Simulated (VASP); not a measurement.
# Si (P6_3/mmc) in VASP: a series of runs

Si is run at these levels: BLYP; tasks: single point.

Everything below comes from runs of VASP 6.6.1. Logs are shortened: lines on timing, memory, paths and dates and some standing lists are left out, and cuts for length are marked.

## 1. The cell of the first run

Symmetry: P6_3/mmc, No. 194, hexagonal system. Conventional cell: a = 2.836 Å, b = 2.836 Å, c = 9.451 Å, α = 90.00°, β = 90.00°, γ = 120.00°. Within 3.7 Å of Si (site symmetry -3m) lie 12 Si at 2.84 to 2.87 Å. Si (site symmetry -6m2) has 12 Si at 2.84 to 2.87 Å within 3.7 Å.

This isn't the form of Si at room conditions, which is diamond.

## 2. Single point, BLYP

File INCAR:

```
  PREC = Accurate
  ENCUT = 520
  EDIFF = 1E-7
  ISMEAR = -1
  SIGMA = 0.1
  LREAL = False
  LASPH = True
  NELM = 60
  ALGO = Normal
  ISIF = 2
  LWAVE = False
  LCHARG = True
  GGA = B5
  ALDAX = 1.0
  AGGAX = 1.0
  AGGAC = 1.0
  ALDAC = 0.0
  LELF = True
  LVHAR = True
  NBANDS = 16
```

File KPOINTS:

```
Automatic mesh
0
Gamma
  13 13 4
```

File POSCAR:

```
Si
1.0
    2.8363788260      0.0000000000      0.0000000000
   -1.4181894130      2.4563761180      0.0000000000
    0.0000000000      0.0000000000      9.4511994012
Si
4
Direct
    0.0000000000      0.0000000000      0.0000000000
    0.0000000000      0.0000000000      0.5000000000
    0.3333333333      0.6666666667      0.2500000000
    0.6666666667      0.3333333333      0.7500000000
```

Potentials or basis: VASP PAW PBE potentials, release 64 (Si).

The run is started by

```bash
> cat potpaw_PBE.64/Si/POTCAR > POTCAR
> mpirun -np 1 vasp_std > vasp.out
```

OUTCAR:

```text
PREC = Accurate
   ENCUT = 520
   EDIFF = 1E-7
   ISMEAR = -1
   LREAL = False
   LASPH = True
   NELM = 60
   ISIF = 2
   GGA = B5

 ion  position               nearest neighbor table
   1  0.000  0.000  0.000-   3 2.87   4 2.87   3 2.87   4 2.87   4 2.87   3 2.87
   2  0.000  0.000  0.500-   3 2.87   4 2.87   3 2.87   4 2.87   4 2.87   3 2.87
   3  0.333  0.667  0.250-   1 2.87   2 2.87   1 2.87   2 2.87   1 2.87   2 2.87
   4  0.667  0.333  0.750-   1 2.87   2 2.87   1 2.87   2 2.87   1 2.87   2 2.87

  LATTYP: Found a hexagonal cell.
 ALAT       =     2.8363788260
 C/A-ratio  =     3.3321357904

  Lattice vectors:

 A1 = (   2.8363788260,   0.0000000000,   0.0000000000)
 A2 = (  -1.4181894130,   2.4563761180,   0.0000000000)
 A3 = (   0.0000000000,   0.0000000000,   9.4511994012)

Analysis of symmetry for initial positions (statically):
=====================================================================
 Subroutine PRICEL returns:
 Original cell was already a primitive cell.

 Routine SETGRP: Setting up the symmetry group for a
 hexagonal supercell.

 Subroutine GETGRP returns: Found 24 space group operations
 (whereof 12 operations were pure point group operations)
 out of a pool of 24 trial point group operations.

The static configuration has the point symmetry D_3d.
 The point group associated with its full space group is D_6h.

Analysis of symmetry for dynamics (positions and initial velocities):
=====================================================================
 Subroutine PRICEL returns:
 Original cell was already a primitive cell.

 Routine SETGRP: Setting up the symmetry group for a
 hexagonal supercell.

 Subroutine GETGRP returns: Found 24 space group operations
 (whereof 12 operations were pure point group operations)
 out of a pool of 24 trial point group operations.

The dynamic configuration has the point symmetry D_3d.
 The point group associated with its full space group is D_6h.

 Subroutine INISYM returns: Found 24 space group operations
 (whereof 12 operations are pure point group operations),
 and found     1 'primitive' translations

----------------------------------------------------------------------------------------

                                     Primitive cell

  volume of cell :      65.8485

  direct lattice vectors                    reciprocal lattice vectors
     2.836378826  0.000000000  0.000000000     0.352562214  0.203551889  0.000000000
    -1.418189413  2.456376118  0.000000000     0.000000000  0.407103779  0.000000000
     0.000000000  0.000000000  9.451199401     0.000000000  0.000000000  0.105806677

  length of vectors
     2.836378826  2.836378826  9.451199401     0.407103779  0.407103779  0.105806677

  position of ions in fractional coordinates (direct lattice)
     0.000000000  0.000000000  0.000000000
     0.000000000  0.000000000  0.500000000
     0.333333333  0.666666667  0.250000000
     0.666666667  0.333333333  0.750000000

  ion indices of the primitive-cell ions
   primitive index   ion index
                 1           1
                 2           2
                 3           3
                 4           4

----------------------------------------------------------------------------------------

 KPOINTS: Automatic mesh

Automatic generation of k-mesh.
 Grid dimensions read from file:
 generate k-points for:   13   13    4

 Generating k-lattice:

  Cartesian coordinates                     Fractional coordinates (reciprocal lattice)
     0.027120170  0.015657838  0.000000000     0.076923077  0.000000000  0.000000000
     0.000000000  0.031315675  0.000000000     0.000000000  0.076923077  0.000000000
     0.000000000  0.000000000  0.026451669     0.000000000  0.000000000  0.250000000

  Length of vectors
     0.031315675  0.031315675  0.026451669

  Shift w.r.t. Gamma in fractional coordinates (k-lattice)
     0.000000000  0.000000000  0.000000000

 Subroutine IBZKPT returns following result:
 ===========================================

 Found     63 irreducible k-points:

 Following reciprocal coordinates:
            Coordinates               Weight
  0.000000  0.000000  0.000000      1.000000
  0.076923 -0.000000  0.000000      6.000000
  0.153846  0.000000  0.000000      6.000000
  0.230769  0.000000  0.000000      6.000000
  0.307692  0.000000  0.000000      6.000000
  0.384615  0.000000  0.000000      6.000000
[... 16 lines left out ...]
  0.076923 -0.000000  0.250000     12.000000
  0.153846  0.000000  0.250000     12.000000
 [... further k-points ...]
   k-points           NKPTS =     63   k-points in BZ     NKDIM =     63   number of bands    NBANDS=     16
   number of dos      NEDOS =    301   number of ions     NIONS =      4
   total plane-waves  NPLWV =  40320
   dimension x,y,z NGX =    24 NGY =   24 NGZ =   70
   dimension x,y,z NGXF=    48 NGYF=   48 NGZF=  140
   ions per type =               4
   NGX,Y,Z   is equivalent  to a cutoff of  14.07, 14.07, 12.31 a.u.
   NGXF,Y,Z  is equivalent  to a cutoff of  28.13, 28.13, 24.63 a.u.
 SYSTEM =  unknown system
   PREC   = accura    normal or accurate (medium, high low for compatibility)
   ISTART =      0    job   : 0-new  1-cont  2-samecut
   ICHARG =      2    charge: 1-file 2-atom 10-const
   ISPIN  =      1    spin polarized calculation?
   LNONCOLLINEAR =      F non collinear calculations
   LSORBIT =      F    spin-orbit coupling
   LASPH  =      T    aspherical Exc in radial PAW
   ENCUT  =  520.0 eV  38.22 Ry    6.18 a.u.   5.27  5.27 17.57*2*pi/ulx,y,z
   NELM   =     60;   NELMIN=  2; NELMDL= -5     # of ELM steps
   EDIFF  = 0.1E-06   stopping-criterion for ELM
   LREAL  =      F    real-space projection
   EDIFFG = 0.1E-05   stopping-criterion for IOM
   NSW    =      0    number of steps for IOM
   IBRION =     -1    ionic relax: 0-MD 1-quasi-New 2-CG
   NFREE  =      0    steps in history (QN), initial steepest desc. (CG)
   ISIF   =      2    stress and relaxation
   ISYM   =      2    0-nonsym 1-usesym 2-fastsym
   POTIM  = 0.5000    time-step for ionic-motion
   TEBEG  =    0.0;   TEEND  =   0.0 temperature during run
   PSTRESS=    0.0 pullay stress
   NELECT =      16.0000    total number of electrons
   NUPDOWN=      -1.0000    fix difference up-down
   EMIN   =  10.00;   EMAX   =-10.00  energy-range for DOS
   EFERMI =   0.00;   METHOD = LEGACY
   ISMEAR =    -1;   SIGMA  =   0.10  broadening in eV -4-tet -1-fermi 0-gaus
   EFERMI_NEDOS =   21; number of points for ismear=-14 and -15
   IALGO  =     38    algorithm
   IMIX   =      4    mixing-type and parameters
     AMIX     =   0.40;   BMIX     =  1.00
     AMIX_MAG =   1.60;   BMIX_MAG =  1.00
  volume/ion in A,a.u.               =      16.46       111.09
  Fermi-wavevector in a.u.,A,eV,Ry     =   1.021565  1.930479 14.198982  1.043596
  Thomas-Fermi vector in A             =   2.155197
   LORBIT       =      0    0 simple, 1 ext, 2 COOP (PROOUT), +10 PAW based schemes
   GGA     = B5    functional components
   LHFCALC =     F    Hartree Fock is set to
   AEXX    =    0.0000 exact exchange contribution
   IVDW    =     0    specifies the selected vdW correction
   LEPSILON=     F    determine dielectric tensor
   LRPA    =     F    only Hartree local field effects (RPA)
 non-spin polarized calculation
  energy-cutoff  :      520.00
  volume of cell :       65.85
 maximum number of plane-waves:      1793
 NGX is ok and might be reduce to    24
   NGX = 11   NGY = 11   NGZ = 35

 number of electron      15.9999999 magnetization

 Free energy of the ion-electron system (eV)
  ---------------------------------------------------
  ext. energy  EPLUGINS =         0.00000000
  ---------------------------------------------------
  free energy    TOTEN  =       -15.16230754 eV

  energy without entropy =      -15.10217279  energy(sigma->0) =      -15.13224016

 E-fermi :   8.9804     XC(G=0): -10.0184

 val. band max:        8.9711402235   @ k =   0.3077   0.1538   0.5000
 cond. band min:       8.9999089801   @ k =   0.3077   0.3077   0.2500
 fundamental gap:      0.0287687565
 Fermi energy:         8.9803885054

 k-point     1 :       0.0000    0.0000    0.0000
  band No.  band energies     occupation
      1      -4.2444      2.00000
      2      -2.6450      2.00000
      3      -2.6439      2.00000
      4       1.4114      2.00000
      5       2.9363      2.00000
      6       9.8581      0.00031
[... 8 lines left out ...]
     15      18.2802      0.00000
     16      18.2802      0.00000

 k-point     2 :       0.0769   -0.0000    0.0000
  band No.  band energies     occupation
      1      -4.1031      2.00000
      2      -2.5047      2.00000
      3      -2.5036      2.00000
      4       1.5506      2.00000
      5       3.0696      2.00000
      6       9.9793      0.00009
[... 8 lines left out ...]
     15      17.8972      0.00000
     16      18.4496      0.00000

 k-point     3 :       0.1538    0.0000    0.0000
  band No.  band energies     occupation
      1      -3.6798      2.00000
      2      -2.0847      2.00000
      3      -2.0833      2.00000
      4       1.9671      2.00000
      5       3.4684      2.00000
      6      10.3250      0.00000
[... 8 lines left out ...]
     15      17.1629      0.00000
     16      17.8899      0.00000

 k-point     4 :       0.2308    0.0000    0.0000
  band No.  band energies     occupation
      1      -2.9769      2.00000
      2      -1.3878      2.00000
      3      -1.3855      2.00000
      4       2.6564      2.00000
      5       4.1281      2.00000
      6       9.4338      0.02124
[... 8 lines left out ...]
     15      15.6831      0.00000
     16      16.4758      0.00000
[... 324 lines left out ...]
 k-point    22 :       0.0000    0.0000    0.2500
  band No.  band energies     occupation
      1      -4.1438      2.00000
      2      -3.3418      2.00000
      3      -1.7555      2.00000
      4       0.5204      2.00000
      5       4.0090      2.00000
      6       7.7277      1.99999
[... 8 lines left out ...]
     15      18.1218      0.00000
     16      18.1218      0.00000

 k-point    23 :       0.0769   -0.0000    0.2500
  band No.  band energies     occupation
      1      -4.0026      2.00000
      2      -3.2011      2.00000
      3      -1.6157      2.00000
      4       0.6591      2.00000
      5       4.1425      2.00000
      6       7.8563      1.99997
[... 8 lines left out ...]
     15      17.4797      0.00000
     16      18.2903      0.00000

 k-point    24 :       0.1538    0.0000    0.2500
  band No.  band energies     occupation
      1      -3.5795      2.00000
      2      -2.7796      2.00000
      3      -1.1973      2.00000
      4       1.0741      2.00000
      5       4.5415      2.00000
      6       8.2377      1.99881
[... 8 lines left out ...]
     15      16.5856      0.00000
     16      17.9008      0.00000

 [... further k-points ...]

------------------------ aborting loop because EDIFF is reached ----------------------------------------

  FORCE on cell =-STRESS in cart. coord.  units (eV):
  Direction    XX          YY          ZZ          XY          YZ          ZX
  --------------------------------------------------------------------------------------
  -------------------------------------------------------------------------------------
  Total        0.1367335      0.1367335      0.1310268      0.0000000     -0.0000000      0.0000000
  in kB        3.3268981      3.3268981      3.1880470      0.0000000     -0.0000000      0.0000000
  external PRESSURE =       3.2806144 kB  Pullay stress =       0.0000000 kB

 VOLUME and BASIS-vectors are now :
 -----------------------------------------------------------------------------
  energy-cutoff  :      520.00
  volume of cell :       65.85
      direct lattice vectors                 reciprocal lattice vectors
     2.836378826  0.000000000  0.000000000     0.352562214  0.203551889  0.000000000
    -1.418189413  2.456376118  0.000000000     0.000000000  0.407103779  0.000000000
     0.000000000  0.000000000  9.451199401     0.000000000  0.000000000  0.105806677

 POSITION                                       TOTAL-FORCE (eV/Angst)
 -----------------------------------------------------------------------------------
      0.00000      0.00000      0.00000        -0.000000      0.000000      0.000000
      0.00000      0.00000      4.72560        -0.000000      0.000000      0.000000
     -0.00000      1.63758      2.36280         0.000000     -0.000000      0.000000
      1.41819      0.81879      7.08840         0.000000     -0.000000     -0.000000
 -----------------------------------------------------------------------------------
    total drift:                                0.000000     -0.000000     -0.000000

  FREE ENERGIE OF THE ION-ELECTRON SYSTEM (eV)
  ---------------------------------------------------
  free  energy   TOTEN  =       -15.1623075377 eV

  energy  without entropy=      -15.1021727889  energy(sigma->0) =      -15.13224016
```

Wall time 57 s (1 thread of Intel Xeon Platinum 8488C (Sapphire Rapids), shared host); peak memory 0.2 GiB.

What came out:

```
Free energy            : -15.1623 eV
Pressure               : 0.3 GPa
Band gap on the k mesh : zero (bands 8 and 9 overlap by 10.34 eV)
```

Caveat: the PAW data sets were made with another functional, which shifts forces and pressure a little.

## 3. Single point, BLYP (14.49 Å³/atom)

This run uses another cell than the first one, of 14.49 Å³/atom.

File INCAR:

```
SYSTEM = Si
  PREC = Accurate
  ENCUT = 520
  EDIFF = 1E-6
  ISMEAR = -1
  SIGMA = 0.1
  LREAL = .False.
  LASPH = .True.
  NELM = 60
  ALGO = Normal
  ISIF = 2
  LWAVE = .False.
  LCHARG = .False.
  GGA = B5
  ALDAX = 1.0
  AGGAX = 1.0
  AGGAC = 1.0
  ALDAC = 0.0
  NBANDS = 16
```

File KPOINTS:

```
Automatic mesh
0
Gamma
  14 14 4
  0 0 0
```

File POSCAR:

```
Si
1.0
    2.7180563658      0.0000000000      0.0000000000
   -1.3590281829      2.3539058617      0.0000000000
    0.0000000000      0.0000000000      9.0569328967
Si
4
Direct
    0.0000000000      0.0000000000      0.0000000000
    0.0000000000      0.0000000000      0.5000000000
    0.3333333333      0.6666666667      0.2500000000
    0.6666666667      0.3333333333      0.7500000000
```

Potentials or basis: VASP PAW PBE potentials, release 64 (Si).

The run is started by

```bash
> cat potpaw_PBE.64/Si/POTCAR > POTCAR
> mpirun -np 1 vasp_std > vasp.out
```

Wall time 45 s (1 thread of Intel Xeon Platinum 8488C (Sapphire Rapids), shared host); peak memory 0.19 GiB.

It converged, with:

```
Free energy            : -14.9300 eV
Pressure               : 9.5 GPa
Band gap on the k mesh : zero (bands 8 and 9 overlap by 11.27 eV)
```

Stress tensor (GPa, compression positive):
```
 9.09  0.00  0.00
 0.00  9.09  0.00
 0.00  0.00 10.32
```

Levels at points of the mesh, in eV from the Fermi level:
```csv
k point,band 4,band 5,band 6,band 7,band 8,band 9,band 10,band 11,band 12,band 13
"(0.00, 0.00, 0.00)",-7.94,-6.89,0.93,0.93,8.41,8.41,8.99,8.99,9.59,9.59
"(0.50, 0.00, 0.00)",-6.32,-6.08,-6.01,-1.73,-1.60,-1.11,-0.27,3.37,4.88,4.88
"(0.00, 0.00, 0.50)",-10.47,-3.57,-3.57,5.97,5.97,8.66,8.66,8.66,8.66,9.88
"(0.50, 0.00, 0.50)",-7.22,-4.40,-4.40,-3.85,-3.85,1.98,1.98,3.03,3.03,3.75
```

Caveat: the cell stands under pressure; the PAW data sets were made with another functional, which shifts forces and pressure a little.

[end of part 1 of 2]

The gap in the log of VASP goes by the Fermi energy; the results here count the filled bands.